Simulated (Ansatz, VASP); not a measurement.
## Pb in VASP and in Ansatz

INCAR

```
PREC = Accurate
ENCUT = 520
EDIFF = 1E-6
ISMEAR = 0
SIGMA = 0.15
LREAL = False
LASPH = True
NELM = 60
ALGO = Fast
ISIF = 2
LWAVE = False
LCHARG = False
GGA = PS
NBANDS = 21
```

Contents of KPOINTS:

```
Automatic mesh
0
Gamma
  12 12 12
```

POSCAR

```
Pb
1.0
    0.0000000000      3.6109500583      3.2670500527
    3.6109500583      0.0000000000      3.2670500527
    3.6109500583      3.6109500583      0.0000000000
Pb
2
Direct
    0.5000000000      0.5000000000      0.5000000000
    0.7500000000      0.7500000000      0.7500000000
```

Input for Ansatz:

```yaml
crystal:
  lattice:
    - [0.0, 3.6109500583, 3.2670500527]
    - [3.6109500583, 0.0, 3.2670500527]
    - [3.6109500583, 3.6109500583, 0.0]
  atoms:
    - { symbol: Pb, position: [0.5, 0.5, 0.5] }
    - { symbol: Pb, position: [0.75, 0.75, 0.75] }
basis:
  ecutwfc: 420
kpoints:
  mp_grid: { grid: [12, 12, 12] }
hamiltonian:
  xc: pbesol
scf:
  occupations: { method: gaussian, width: 0.15 }
output:
  forces: true
  stress: true
  eigenvalues: true
```

Change from the starting cell: strain +0.050 along x and y, -0.050 along z, atoms carried along.

Alike in both runs: task single point; functional PBEsol; k mesh 12 × 12 × 12; occupations gaussian, width 0.15 eV; no spin polarisation.

|  | VASP | Ansatz |
| --- | --- | --- |
| version | VASP 6.6.1 | Ansatz 0.2.0 |
| potentials or method | VASP PAW PBE potentials, release 64 (Pb_d), cutoff 520 eV | scalar-relativistic, plane waves, PAW |
| valence electrons in the cell | 28 | 28 |

Ansatz gave:

* gap on the k mesh at the Fermi level (eV): none
* pressure (GPa): -1.0
* traceless stress, the component that is largest in VASP (GPa): 0.62

**Question.** What did VASP give for the same quantities?

**Answer.** gap on the k mesh at the Fermi level (eV): none; pressure (GPa): -1.0; traceless stress, the component that is largest in VASP (GPa): 0.61.

VASP's potentials were made for PBE, not for PBEsol. A gap of «none» marks a metal or a gap that the smearing closes.

Spin-orbit coupling is off throughout.
